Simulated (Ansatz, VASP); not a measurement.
## InP in VASP and in Ansatz

INCAR

```
  ALGO = Normal
  EDIFF = 1E-7
  ENCUT = 520
  GGA = PS
  ISIF = 2
  ISMEAR = 0
  LASPH = True
  LCHARG = False
  LREAL = False
  LWAVE = False
  NBANDS = 16
  NELM = 80
  PREC = Accurate
  SIGMA = 0.15
```

The input KPOINTS:

```
k-points
0
Gamma
  16 16 16
```

POSCAR

```
InP
1.0
    0.0000000000      2.8089435591      2.9493907371
    2.8089435591      0.0000000000      2.9493907371
    2.8089435591      2.8089435591      0.0000000000
In P
1 1
Direct
    0.0000000000      0.0000000000      0.0000000000
    0.5000000000      0.5000000000      0.5000000000
```

Input for Ansatz:

```yaml
crystal:
  lattice:
    - [0.0, 2.8089435591, 2.9493907371]
    - [2.8089435591, 0.0, 2.9493907371]
    - [2.8089435591, 2.8089435591, 0.0]
  atoms:
    - { symbol: In, position: [0.0, 0.0, 0.0] }
    - { symbol: P, position: [0.5, 0.5, 0.5] }
basis:
  ecutwfc: 420
kpoints:
  mp_grid: { grid: [16, 16, 16] }
hamiltonian:
  xc: pbesol
scf:
  occupations: { method: gaussian, width: 0.15 }
output:
  forces: true
  stress: true
  eigenvalues: true
```

Alike in both runs: task single point; functional PBEsol; k mesh 16 × 16 × 16; occupations gaussian, width 0.15 eV; no spin polarisation.

|  | VASP | Ansatz |
| --- | --- | --- |
| version | VASP 6.6.1 | Ansatz 0.2.0 |
| potentials or method | VASP PAW PBE potentials, release 64 (In_d, P), cutoff 520 eV | scalar-relativistic, plane waves, PAW |
| valence electrons in the cell | 18 | 18 |

```tsv
	VASP	Ansatz	Ansatz less VASP
gap on the k mesh at the Fermi level (eV)	none	none	-
pressure (GPa)	-7.9	-7.9	-0.01
traceless stress, the component that is largest in VASP (GPa)	-1.62	-1.61	+0.007
```

VASP's potentials were made for PBE, not for PBEsol. A gap of «none» marks a metal or a gap that the smearing closes.
